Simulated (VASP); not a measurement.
Ir:

```
CELL_PARAMETERS angstrom
0.00000 1.92285 1.92285
1.92285 0.00000 1.92285
1.92285 1.92285 0.00000
ATOMIC_POSITIONS crystal
Ir 0.00000 0.00000 0.00000
```

Base run:

| Property | Result |
| --- | --- |
| Program | VASP 6.6.1 |
| Functional | r2SCAN |
| Potentials or basis | VASP PAW PBE potentials, release 64 (Ir) |
| Cutoff | 520 eV |
| k mesh | 14 × 14 × 14 |
| Occupations | gaussian, width 0.6 eV |
| Spin | no spin polarisation |

Its results: pressure 3.8 GPa.

Question: The run is repeated on the same cell with these changes: occupations from gaussian, width 0.6 eV to gaussian, width 0.03 eV. What comes out?

Answer: Pressure 2.2 GPa.

Caveats: the PAW data sets were made with another functional, which shifts forces and pressure a little.
